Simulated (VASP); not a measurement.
# GaSb (I-4m2) in VASP: a series of runs

Runs on GaSb. Level: LDA. Tasks: single point.

Program: VASP 6.6.1. These are calculated values, not measurements. Logs are shortened: lines on timing, memory, paths and dates and some standing lists are left out, and cuts for length are marked.

**1. The cell of the first run**

The structure is tetragonal, space group I-4m2 (No. 119). The conventional cell has a = 5.381 Å, b = 5.381 Å, c = 2.923 Å, α = 90.00°, β = 90.00°, γ = 90.00°. Ga (site symmetry -4m2) has 8 Sb at 2.79 to 3.47 Å and 2 Ga at 2.92 Å within 3.7 Å. Sb (site symmetry -4m2) has 8 Ga at 2.79 to 3.47 Å and 2 Sb at 2.92 Å within 3.7 Å.

**2. Single point, LDA**

The input, INCAR:

```
PREC = Accurate ; ENCUT = 520
EDIFF = 1E-6 ; ISMEAR = 0
SIGMA = 0.15 ; LREAL = F
LASPH = T ; NELM = 60
ALGO = Normal ; ISIF = 2
LWAVE = F ; LCHARG = F
NBANDS = 16
```

The input, KPOINTS:

```
regular mesh
0
Gamma
  16 16 16
```

The input, POSCAR:

```
GaSb
1.0
   -2.6903114696      2.6903114696      1.4617000000
    2.6903114696     -2.6903114696      1.4617000000
    2.6903114696      2.6903114696     -1.4617000000
Ga Sb
1 1
Direct
    0.2500000000      0.7500000000      0.5000000000
    0.0000000000      0.0000000000      0.0000000000
```

Potentials or basis: VASP PAW LDA potentials, release 64 (Ga_d, Sb).

Started as:

```bash
cat potpaw_LDA.64/Ga_d/POTCAR potpaw_LDA.64/Sb/POTCAR > POTCAR
mpirun -np 1 vasp_std > vasp.out
```

OUTCAR:

```text
PREC = Accurate
   ENCUT = 520
   EDIFF = 1E-6
   ISMEAR = 0
   LREAL = F
   LASPH = T
   NELM = 60
   ISIF = 2

 ion  position               nearest neighbor table
   1  0.250  0.750  0.500-   2 2.79   2 2.79   2 2.79   2 2.79
   2  0.000  0.000  0.000-   1 2.79   1 2.79   1 2.79   1 2.79

  LATTYP: Found a body centered tetragonal cell.
 ALAT       =     5.3806229392
 C/A-ratio  =     0.5433199897

  Lattice vectors:

 A1 = (  -2.6903114696,   2.6903114696,   1.4617000000)
 A2 = (   2.6903114696,  -2.6903114696,   1.4617000000)
 A3 = (   2.6903114696,   2.6903114696,  -1.4617000000)

Analysis of symmetry for initial positions (statically):
=====================================================================
 Subroutine PRICEL returns:
 Original cell was already a primitive cell.

 Routine SETGRP: Setting up the symmetry group for a
 body centered tetragonal supercell.

 Subroutine GETGRP returns: Found  8 space group operations
 (whereof  8 operations were pure point group operations)
 out of a pool of 16 trial point group operations.

The static configuration has the point symmetry D_2d.

Analysis of symmetry for dynamics (positions and initial velocities):
=====================================================================
 Subroutine PRICEL returns:
 Original cell was already a primitive cell.

 Routine SETGRP: Setting up the symmetry group for a
 body centered tetragonal supercell.

 Subroutine GETGRP returns: Found  8 space group operations
 (whereof  8 operations were pure point group operations)
 out of a pool of 16 trial point group operations.

The dynamic configuration has the point symmetry D_2d.

 Subroutine INISYM returns: Found  8 space group operations
 (whereof  8 operations are pure point group operations),
 and found     1 'primitive' translations

----------------------------------------------------------------------------------------

                                     Primitive cell

  volume of cell :      42.3178

  direct lattice vectors                    reciprocal lattice vectors
    -2.690311470  2.690311470  1.461700000     0.000000000  0.185852087  0.342067456
     2.690311470 -2.690311470  1.461700000     0.185852087  0.000000000  0.342067456
     2.690311470  2.690311470 -1.461700000     0.185852087  0.185852087  0.000000000

  length of vectors
     4.075796670  4.075796670  4.075796670     0.389295700  0.389295700  0.262834541

  position of ions in fractional coordinates (direct lattice)
     0.250000000  0.750000000  0.500000000
     0.000000000  0.000000000  0.000000000

  ion indices of the primitive-cell ions
   primitive index   ion index
                 1           1
                 2           2

----------------------------------------------------------------------------------------

 KPOINTS: regular mesh

Automatic generation of k-mesh.
 Grid dimensions read from file:
 generate k-points for:   16   16   16

 Generating k-lattice:

  Cartesian coordinates                     Fractional coordinates (reciprocal lattice)
     0.000000000  0.011615755  0.021379216     0.062500000  0.000000000 -0.000000000
     0.011615755  0.000000000  0.021379216     0.000000000  0.062500000 -0.000000000
     0.011615755  0.011615755  0.000000000     0.000000000  0.000000000  0.062500000

  Length of vectors
     0.024330981  0.024330981  0.016427159

  Shift w.r.t. Gamma in fractional coordinates (k-lattice)
     0.000000000  0.000000000  0.000000000

 Subroutine IBZKPT returns following result:
 ===========================================

 Found    349 irreducible k-points:

 Following reciprocal coordinates:
            Coordinates               Weight
  0.000000  0.000000  0.000000      1.000000
  0.062500  0.000000  0.000000      8.000000
  0.125000  0.000000  0.000000      8.000000
  0.187500 -0.000000  0.000000      8.000000
  0.250000  0.000000  0.000000      8.000000
  0.312500  0.000000  0.000000      8.000000
[... 16 lines left out ...]
 -0.125000  0.062500  0.000000     16.000000
 -0.062500  0.062500  0.000000      4.000000
 [... further k-points ...]
   k-points           NKPTS =    349   k-points in BZ     NKDIM =    349   number of bands    NBANDS=     16
   number of dos      NEDOS =    301   number of ions     NIONS =      2
   total plane-waves  NPLWV =  27000
   dimension x,y,z NGX =    30 NGY =   30 NGZ =   30
   dimension x,y,z NGXF=    60 NGYF=   60 NGZF=   60
   ions per type =               1   1
   NGX,Y,Z   is equivalent  to a cutoff of  12.24, 12.24, 12.24 a.u.
   NGXF,Y,Z  is equivalent  to a cutoff of  24.47, 24.47, 24.47 a.u.
 SYSTEM =  unknown system
   PREC   = accura    normal or accurate (medium, high low for compatibility)
   ISTART =      0    job   : 0-new  1-cont  2-samecut
   ICHARG =      2    charge: 1-file 2-atom 10-const
   ISPIN  =      1    spin polarized calculation?
   LNONCOLLINEAR =      F non collinear calculations
   LSORBIT =      F    spin-orbit coupling
   LASPH  =      T    aspherical Exc in radial PAW
   ENCUT  =  520.0 eV  38.22 Ry    6.18 a.u.   7.58  7.58  7.58*2*pi/ulx,y,z
   NELM   =     60;   NELMIN=  2; NELMDL= -5     # of ELM steps
   EDIFF  = 0.1E-05   stopping-criterion for ELM
   LREAL  =      F    real-space projection
   EDIFFG = 0.1E-04   stopping-criterion for IOM
   NSW    =      0    number of steps for IOM
   IBRION =     -1    ionic relax: 0-MD 1-quasi-New 2-CG
   NFREE  =      0    steps in history (QN), initial steepest desc. (CG)
   ISIF   =      2    stress and relaxation
   ISYM   =      2    0-nonsym 1-usesym 2-fastsym
   POTIM  = 0.5000    time-step for ionic-motion
   TEBEG  =    0.0;   TEEND  =   0.0 temperature during run
   PSTRESS=    0.0 pullay stress
   NELECT =      18.0000    total number of electrons
   NUPDOWN=      -1.0000    fix difference up-down
   EMIN   =  10.00;   EMAX   =-10.00  energy-range for DOS
   EFERMI =   0.00;   METHOD = LEGACY
   ISMEAR =     0;   SIGMA  =   0.15  broadening in eV -4-tet -1-fermi 0-gaus
   EFERMI_NEDOS =   21; number of points for ismear=-14 and -15
   IALGO  =     38    algorithm
   IMIX   =      4    mixing-type and parameters
     AMIX     =   0.40;   BMIX     =  1.00
     AMIX_MAG =   1.60;   BMIX_MAG =  1.00
  volume/ion in A,a.u.               =      21.16       142.79
  Fermi-wavevector in a.u.,A,eV,Ry     =   1.231188  2.326609 20.624052  1.515825
  Thomas-Fermi vector in A             =   2.366008
   LORBIT       =      0    0 simple, 1 ext, 2 COOP (PROOUT), +10 PAW based schemes
   GGA     = CA    functional components
   LHFCALC =     F    Hartree Fock is set to
   AEXX    =    0.0000 exact exchange contribution
   IVDW    =     0    specifies the selected vdW correction
   LEPSILON=     F    determine dielectric tensor
   LRPA    =     F    only Hartree local field effects (RPA)
 non-spin polarized calculation
 Gauss-broadening in eV      SIGMA  =   0.15
  energy-cutoff  :      520.00
  volume of cell :       42.32
 maximum number of plane-waves:      1158
   NGX = 15   NGY = 15   NGZ = 15

 number of electron      18.0000015 magnetization

 Free energy of the ion-electron system (eV)
  ---------------------------------------------------
  ext. energy  EPLUGINS =         0.00000000
  ---------------------------------------------------
  free energy    TOTEN  =        -8.33750889 eV

  energy without entropy =       -8.32898629  energy(sigma->0) =       -8.33324759

 E-fermi :   7.9854     XC(G=0): -11.0659

 val. band max:        7.9540269957   @ k =  -0.3750  -0.4375   0.3125
 cond. band min:       7.9884893835   @ k =  -0.4375   0.5000   0.0625
 fundamental gap:      0.0344623877
 Fermi energy:         7.9853705380

 k-point     1 :       0.0000    0.0000    0.0000
  band No.  band energies     occupation
      1      -7.2530      2.00000
      2      -7.1223      2.00000
      3      -7.1181      2.00000
      4      -7.0438      2.00000
      5      -7.0438      2.00000
      6      -5.0717      2.00000
[... 8 lines left out ...]
     15      18.5378      0.00000
     16      18.5731      0.00000

 k-point     2 :       0.0625    0.0000    0.0000
  band No.  band energies     occupation
      1      -7.2436      2.00000
      2      -7.1228      2.00000
      3      -7.1168      2.00000
      4      -7.0481      2.00000
      5      -7.0481      2.00000
      6      -4.9821      2.00000
[... 8 lines left out ...]
     15      18.4136      0.00000
     16      18.9851      0.00000

 k-point     3 :       0.1250    0.0000    0.0000
  band No.  band energies     occupation
      1      -7.2168      2.00000
      2      -7.1243      2.00000
      3      -7.1130      2.00000
      4      -7.0606      2.00000
      5      -7.0603      2.00000
      6      -4.7129      2.00000
[... 8 lines left out ...]
     15      17.5689      0.00000
     16      17.8077      0.00000

 k-point     4 :       0.1875   -0.0000    0.0000
  band No.  band energies     occupation
      1      -7.1771      2.00000
      2      -7.1267      2.00000
      3      -7.1081      2.00000
      4      -7.0789      2.00000
      5      -7.0778      2.00000
      6      -4.2647      2.00000
[... 8 lines left out ...]
     15      16.6421      0.00000
     16      17.4598      0.00000

 k-point     5 :       0.2500    0.0000    0.0000
  band No.  band energies     occupation
      1      -7.1387      2.00000
      2      -7.1244      2.00000
      3      -7.1094      2.00000
      4      -7.0969      2.00000
      5      -7.0912      2.00000
      6      -3.6399      2.00000
[... 8 lines left out ...]
     15      15.9062      0.00000
     16      17.8040      0.00000

 k-point     6 :       0.3125    0.0000    0.0000
  band No.  band energies     occupation
      1      -7.1426      2.00000
      2      -7.1268      2.00000
      3      -7.1201      2.00000
      4      -7.0883      2.00000
      5      -7.0744      2.00000
      6      -2.8455      2.00000
[... 8 lines left out ...]
     15      15.3929      0.00000
     16      18.4849      0.00000

 k-point     7 :       0.3750   -0.0000    0.0000
  band No.  band energies     occupation
      1      -7.1560      2.00000
      2      -7.1445      2.00000
      3      -7.1262      2.00000
      4      -7.0828      2.00000
      5      -7.0350      2.00000
      6      -1.9013      2.00000
[... 8 lines left out ...]
     15      16.0440      0.00000
     16      19.3340      0.00000

 k-point     8 :       0.4375    0.0000    0.0000
  band No.  band energies     occupation
      1      -7.1671      2.00000
      2      -7.1566      2.00000
      3      -7.1288      2.00000
      4      -7.0788      2.00000
      5      -7.0078      2.00000
      6      -0.8815      2.00000
[... 8 lines left out ...]
     15      17.5684      0.00000
     16      19.4668      0.00000

 k-point     9 :       0.5000    0.0000    0.0000
  band No.  band energies     occupation
      1      -7.1712      2.00000
      2      -7.1609      2.00000
      3      -7.1296      2.00000
      4      -7.0774      2.00000
      5      -6.9982      2.00000
      6      -0.2435      2.00000
[... 8 lines left out ...]
     15      18.5486      0.00000
     16      19.2084      0.00000
[... 172 lines left out ...]
 k-point    19 :      -0.3750    0.0625    0.0000
  band No.  band energies     occupation
      1      -7.1468      2.00000
      2      -7.1276      2.00000
      3      -7.1201      2.00000
      4      -7.0861      2.00000
      5      -7.0718      2.00000
      6      -2.6352      2.00000
[... 8 lines left out ...]
     15      15.9663      0.00000
     16      18.2603      0.00000

 k-point    20 :      -0.3125    0.0625    0.0000
  band No.  band energies     occupation
      1      -7.1419      2.00000
      2      -7.1247      2.00000
      3      -7.1098      2.00000
      4      -7.0961      2.00000
      5      -7.0882      2.00000
      6      -3.4598      2.00000
[... 8 lines left out ...]
     15      16.3854      0.00000
     16      17.6020      0.00000

 k-point    21 :      -0.2500    0.0625    0.0000
  band No.  band energies     occupation
      1      -7.1753      2.00000
      2      -7.1308      2.00000
      3      -7.1068      2.00000
      4      -7.0789      2.00000
      5      -7.0765      2.00000
      6      -4.1189      2.00000
[... 8 lines left out ...]
     15      17.0123      0.00000
     16      17.3898      0.00000

 k-point    22 :      -0.1875    0.0625    0.0000
  band No.  band energies     occupation
      1      -7.2150      2.00000
      2      -7.1278      2.00000
      3      -7.1114      2.00000
      4      -7.0608      2.00000
      5      -7.0594      2.00000
      6      -4.6031      2.00000
[... 8 lines left out ...]
     15      17.6755      0.00000
     16      18.0599      0.00000

 k-point    23 :      -0.1250    0.0625    0.0000
  band No.  band energies     occupation
      1      -7.2422      2.00000
      2      -7.1252      2.00000
      3      -7.1155      2.00000
      4      -7.0483      2.00000
      5      -7.0474      2.00000
      6      -4.9089      2.00000
[... 8 lines left out ...]
     15      18.5758      0.00000
     16      18.9466      0.00000

 k-point    24 :      -0.0625    0.0625    0.0000
  band No.  band energies     occupation
      1      -7.2523      2.00000
      2      -7.1235      2.00000
      3      -7.1175      2.00000
      4      -7.0439      2.00000
      5      -7.0434      2.00000
      6      -5.0352      2.00000
[... 8 lines left out ...]
     15      18.5351      0.00000
     16      18.7640      0.00000

 [... further k-points ...]

------------------------ aborting loop because EDIFF is reached ----------------------------------------

  FORCE on cell =-STRESS in cart. coord.  units (eV):
  Direction    XX          YY          ZZ          XY          YZ          ZX
  --------------------------------------------------------------------------------------
  -------------------------------------------------------------------------------------
  Total        0.7027136      0.7027136      1.7524544      0.0000000      0.0000000      0.0000000
  in kB       26.6051404     26.6051404     66.3489340      0.0000000      0.0000000      0.0000000
  external PRESSURE =      39.8530716 kB  Pullay stress =       0.0000000 kB

 VOLUME and BASIS-vectors are now :
 -----------------------------------------------------------------------------
  energy-cutoff  :      520.00
  volume of cell :       42.32
      direct lattice vectors                 reciprocal lattice vectors
    -2.690311470  2.690311470  1.461700000     0.000000000  0.185852087  0.342067456
     2.690311470 -2.690311470  1.461700000     0.185852087  0.000000000  0.342067456
     2.690311470  2.690311470 -1.461700000     0.185852087  0.185852087  0.000000000

 POSITION                                       TOTAL-FORCE (eV/Angst)
 -----------------------------------------------------------------------------------
      2.69031      0.00000      0.73085        -0.000000      0.000000     -0.000000
      0.00000      0.00000      0.00000         0.000000     -0.000000      0.000000
 -----------------------------------------------------------------------------------
    total drift:                               -0.000000      0.000000      0.000000

  FREE ENERGIE OF THE ION-ELECTRON SYSTEM (eV)
  ---------------------------------------------------
  free  energy   TOTEN  =        -8.3375088898 eV

  energy  without entropy=       -8.3289862907  energy(sigma->0) =       -8.33324759
```

Wall time 3.1 min (1 thread of Intel Xeon Platinum 8488C (Sapphire Rapids), shared host); peak memory 0.34 GiB.

What came out:

| Item | Value |
| --- | --- |
| Free energy | -8.3375 eV |
| Pressure | 4.0 GPa |
| Band gap on the k mesh | zero (bands 9 and 10 overlap by 4.95 eV) |

Levels at points of the mesh, in eV from the Fermi level:
| k point | band 5 | band 6 | band 7 | band 8 | band 9 | band 10 | band 11 | band 12 | band 13 | band 14 |
| --- | --- | --- | --- | --- | --- | --- | --- | --- | --- | --- |
| (0.00, 0.00, 0.00) | -15.03 | -13.06 | -3.31 | -2.50 | -2.50 | 2.98 | 6.78 | 7.29 | 7.29 | 9.02 |
| (0.50, 0.00, 0.00) | -14.98 | -8.23 | -6.17 | -2.67 | -1.50 | -1.45 | 2.30 | 3.44 | 5.47 | 8.02 |
| (0.50, 0.50, 0.00) | -15.02 | -11.45 | -8.97 | -0.38 | 1.50 | 1.88 | 2.01 | 6.02 | 7.89 | 9.67 |
| (0.50, 0.50, 0.50) | -15.02 | -10.09 | -6.62 | -5.84 | -5.84 | 4.98 | 6.34 | 10.87 | 10.87 | 13.18 |

Caveat: the cell stands under pressure; spin-orbit coupling is left out, which moves the levels of the heavy elements.

**3. Single point, LDA**

This run uses another cell than the first one, of 21.25 Å³/atom.

The input, INCAR:

```
  PREC = Accurate
  ENCUT = 520
  EDIFF = 1E-7
  ISMEAR = 0
  SIGMA = 0.15
  LREAL = F
  LASPH = T
  NELM = 100
  ALGO = Normal
  ISIF = 2
  LWAVE = F
  LCHARG = F
  NBANDS = 16
```

The input, KPOINTS:

```
Automatic mesh
0
Gamma
  16 16 16
```

The input, POSCAR:

```
GaSb
1.0
   -2.6275500000      2.6275500000      1.5386446001
    2.6275500000     -2.6275500000      1.5386446001
    2.6275500000      2.6275500000     -1.5386446001
Ga Sb
1 1
Direct
    0.2500000000      0.7500000000      0.5000000000
    0.0000000000      0.0000000000      0.0000000000
```

Potentials or basis: VASP PAW LDA potentials, release 64 (Ga_d, Sb).

Started as:

```bash
cat potpaw_LDA.64/Ga_d/POTCAR potpaw_LDA.64/Sb/POTCAR > POTCAR
mpirun -np 1 vasp_std > vasp.out
```

Run time: 3.8 min. Hardware: 1 thread of Intel Xeon Platinum 8488C (Sapphire Rapids), shared host; peak memory 0.35 GiB.

Results (log left out):

- Free energy: -8.3531 eV
- Pressure: 3.8 GPa
- Band gap on the k mesh: zero (bands 9 and 10 overlap by 5.61 eV)

Stress tensor (GPa, compression positive):
```
4.58 0.00 0.00
0.00 4.58 0.00
0.00 0.00 2.35
```

Levels at points of the mesh, in eV from the Fermi level:
```csv
k point,band 5,band 6,band 7,band 8,band 9,band 10,band 11,band 12,band 13,band 14
"(0.00, 0.00, 0.00)",-15.07,-12.96,-2.48,-2.13,-2.13,3.31,5.54,7.81,7.81,7.87
"(0.50, 0.00, 0.00)",-15.03,-8.69,-6.31,-2.51,-1.82,-1.33,2.22,3.59,5.67,8.54
"(0.50, 0.50, 0.00)",-15.06,-11.16,-8.86,0.09,1.80,2.61,2.68,4.86,6.61,8.58
"(0.50, 0.50, 0.50)",-15.06,-9.60,-6.29,-5.72,-5.72,3.51,4.87,11.77,11.77,13.16
```

Caveat: the cell stands under pressure; spin-orbit coupling is left out, which moves the levels of the heavy elements.

(Part 1 of 2 ends here.)
